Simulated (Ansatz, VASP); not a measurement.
# AlN in VASP and in Ansatz

File INCAR:

```
ALGO = Normal
EDIFF = 1E-6
ENCUT = 600
GGA = PE
GGA_COMPAT = F
ISIF = 2
ISMEAR = 0
LASPH = T
LCHARG = T
LELF = T
LREAL = F
LVHAR = T
LWAVE = F
NBANDS = 11
NELM = 120
PREC = Accurate
SIGMA = 0.06802846561497
```

The input KPOINTS:

```
k-points
0
Gamma
  6 6 6
```

The input POSCAR:

```
AlN
1.0
    0.0000000000      2.0345180000      2.0345180000
    2.0345180000      0.0000000000      2.0345180000
    2.0345180000      2.0345180000      0.0000000000
Al N
1 1
Direct
    0.5000000000      0.5000000000      0.5000000000
    0.0000000000      0.0000000000      0.0000000000
```

Input for Ansatz:

```yaml
crystal:
  lattice:
    - [0.0, 2.034518, 2.034518]
    - [2.034518, 0.0, 2.034518]
    - [2.034518, 2.034518, 0.0]
  atoms:
    - { symbol: Al, position: [0.5, 0.5, 0.5] }
    - { symbol: "N", position: [0.0, 0.0, 0.0] }
basis:
  ecutwfc: 420
kpoints:
  mp_grid: { grid: [6, 6, 6] }
hamiltonian:
  xc: pbe
scf:
  occupations: { method: gaussian, width: "0.005 Ry" }
  eigensolver: { real_solve: false }
  max_iter: 67
output:
  forces: true
  stress: true
  eigenvalues: true
accuracy: low
```

Alike in both runs: task single point; functional PBE; k mesh 6 × 6 × 6; no spin polarisation.

|  | VASP | Ansatz |
| --- | --- | --- |
| version | VASP 6.6.1 | Ansatz 0.2.0 |
| potentials or method | VASP PAW PBE potentials, release 64 (Al, N), cutoff 600 eV | scalar-relativistic, plane waves, PAW |
| occupations | gaussian, width 0.0680285 eV | gaussian |
| valence electrons in the cell | 8 | 8 |

```tsv
	VASP	Ansatz	Ansatz less VASP
gap on the k mesh at the Fermi level (eV)	4.42	4.44	+0.022
least direct gap on the mesh (eV)	5.40	5.39	-0.011
pressure (GPa)	-0.2	0.3	+0.44
```

The k mesh is coarse, so the values compare programs but aren't converged.
